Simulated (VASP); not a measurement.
Crystal: AlNi.

```xyz
2
Lattice="2.8810 0.0000 0.0000 0.0000 2.8810 0.0000 0.0000 0.0000 2.8810" Properties=species:S:1:pos:R:3 pbc="T T T"
Ni    1.4405    1.4405    1.4405
Al    0.0000    0.0000    0.0000
```

| Property | Result |
| --- | --- |
| Program | VASP 6.6.1 |
| Task | relaxation of cell and atoms |
| Functional | revPBE |
| Dispersion | D4 |
| Potentials or basis | VASP PAW PBE potentials, release 64 (Ni, Al) |
| Cutoff | 600 eV |
| k mesh | 9 × 9 × 9 |
| Occupations | fermi-dirac, width 0.05 eV |
| Spin | collinear spin, ferromagnetic start |
| Starting moments | [1.0, 0.0] μB |

At the start: pressure -5.0 GPa; volume 11.96 Å³/atom.

Problem. How do energy, volume and symmetry change on relaxing?

Solution. Over 3 steps the energy falls by 5.8 meV/atom and the volume is 11.59 Å³/atom (-3.0 %); space group Pm-3m (No. 221, to 0.1 Å) before and after; moment 0.00 μB per cell.

Step by step:
| step | energy change (eV) | largest force (eV/Å) | pressure (GPa) | volume (Å³) |
| --- | --- | --- | --- | --- |
| 1 | 0.0000 | 0.0000 | -4.95 | 23.91 |
| 2 | -0.0049 | 0.0000 | 4.25 | 22.66 |
| 3 | -0.0117 | 0.0000 | 0.01 | 23.18 |

Final structure:
```xyz
2
Lattice="2.8514 0.0000 0.0000 0.0000 2.8514 0.0000 0.0000 0.0000 2.8514" Properties=species:S:1:pos:R:3 pbc="T T T"
Ni    1.4257    1.4257    1.4257
Al    0.0000    0.0000    0.0000
```

Caveat: the moments typed at the start vanished in this run; the PAW data sets were made with another functional, which shifts forces and pressure a little.
